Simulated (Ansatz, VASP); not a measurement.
**Two plane-wave programs on IrS**

The input INCAR:

```
ALGO = Normal
EDIFF = 1E-7
ENCUT = 520
GGA = PS
ISIF = 2
ISMEAR = 0
LASPH = T
LCHARG = F
LREAL = F
LWAVE = F
NBANDS = 14
NELM = 60
PREC = Accurate
SIGMA = 0.05
```

The input KPOINTS:

```
k-points
0
Gamma
  10 10 10
```

Contents of POSCAR:

```
IrS
1.0
    0.0000000000      2.4513117020      2.4513117020
    2.4391161214      0.0121955806      2.4391161214
    2.4391161214      2.4391161214      0.0121955806
Ir S
1 1
Direct
    0.5000000000      0.5000000000      0.5000000000
    0.0000000000      0.0000000000      0.0000000000
```

Input for Ansatz:

```yaml
crystal:
  lattice:
    - [0.0, 2.451311702, 2.451311702]
    - [2.4391161214, 0.0121955806, 2.4391161214]
    - [2.4391161214, 2.4391161214, 0.0121955806]
  atoms:
    - { symbol: Ir, position: [0.5, 0.5, 0.5] }
    - { symbol: S, position: [0.0, 0.0, 0.0] }
basis:
  ecutwfc: 420
  ecutrho_ratio: 4
kpoints:
  mp_grid: { grid: [10, 10, 10] }
hamiltonian:
  xc: pbesol
scf:
  occupations: { method: gaussian, width: 0.05 }
output:
  forces: true
  stress: true
  eigenvalues: true
```

Change from the starting cell: strain e4 = +0.01, atoms carried along.

Alike in both runs: task single point; functional PBEsol; k mesh 10 × 10 × 10; occupations gaussian, width 0.05 eV; no spin polarisation.

```csv
,VASP,Ansatz
version,VASP 6.6.1,Ansatz 0.2.0
potentials or method,"VASP PAW PBE potentials, release 64 (Ir, S), cutoff 520 eV","scalar-relativistic, plane waves, PAW"
valence electrons in the cell,15,23
```

Ansatz gave:

| Quantity | Value |
| --- | --- |
| gap on the k mesh at the Fermi level (eV) | none |
| pressure (GPa) | 0.0 |
| traceless stress, the component that is largest in VASP (GPa) | -0.13 |

Problem. Which values does VASP return?

Solution. gap on the k mesh at the Fermi level (eV): none; pressure (GPa): 1.1; traceless stress, the component that is largest in VASP (GPa): -0.12.

VASP's potentials were made for PBE, not for PBEsol. A gap of «none» marks a metal or a gap that the smearing closes. VASP's potentials hold 15 valence electrons a cell and Ansatz's 23, so a difference there can come from the potentials and not from the codes.

Spin-orbit coupling is off throughout.
